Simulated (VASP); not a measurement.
A run of VASP 6.6.1 is set up as follows.

POSCAR

```
AlN
1.0
   -3.1066653375      0.0000000000      0.0000000000
   -1.5533326688     -2.6904511034      0.0000000000
   -0.3881778339     -0.2241145769      9.9568096770
Al N
4 4
Direct
    0.2579804490      0.2579804490      0.9045964511
    0.2996304490      0.2996304490      0.4045964511
    0.6537887823      0.6537887823      0.1545964511
    0.6121387823      0.6121387823      0.6545964511
    0.3253862177      0.3253862177      0.0954035489
    0.2837362177      0.2837362177      0.5954035489
    0.6378945510      0.6378945510      0.3454035489
    0.5962445510      0.5962445510      0.8454035489
```

INCAR.step1

```
SYSTEM = AlN
PREC = Accurate ; ENCUT = 520
ISMEAR = 0 ; SIGMA = 0.05
LREAL = .False. ; LASPH = .True.
NELM = 80 ; NBANDS = 26
GGA = PE ; ALGO = Normal
EDIFF = 1E-4 ; LWAVE = .True.
LCHARG = .False.
```

File INCAR.step2:

```
SYSTEM = AlN
PREC = Accurate ; ENCUT = 520
EDIFF = 1E-6 ; ISMEAR = 0
SIGMA = 0.05 ; LREAL = .False.
LASPH = .True. ; NELM = 80
ALGO = Normal ; ISIF = 2
LWAVE = .False. ; LCHARG = .True.
METAGGA = R2SCAN ; LMIXTAU = .True.
LELF = .True. ; LVHAR = .True.
NBANDS = 26 ; ISTART = 1
```

The input KPOINTS:

```
Automatic mesh
0
Gamma
  8 8 3
  0 0 0
```

Potentials or basis: VASP PAW PBE potentials, release 64 (Al, N).

The run is started by

```console
$ cat potpaw_PBE.64/Al/POTCAR potpaw_PBE.64/N/POTCAR > POTCAR
$ cp INCAR.step1 INCAR
$ mpirun -np 1 vasp_std > vasp.out
$ cp INCAR.step2 INCAR
$ mpirun -np 1 vasp_std > vasp.out
```

**Question.** What does it give for the largest force?

**Answer.** 1.044 eV/Å.

**Question.** Predict the pressure.

**Answer.** -0.7 GPa.

Forces in eV/Å, atoms in the order of the input:
```
Al  -0.670 -0.387  0.181
Al   0.010  0.006 -0.030
Al   0.077  0.045  0.218
Al  -0.043 -0.025 -0.045
N    0.880  0.508 -0.242
N   -0.004 -0.002  0.018
N    0.032  0.018  0.026
N   -0.282 -0.163 -0.126
```

Caveat: the PAW data sets were made with another functional, which shifts forces and pressure a little.
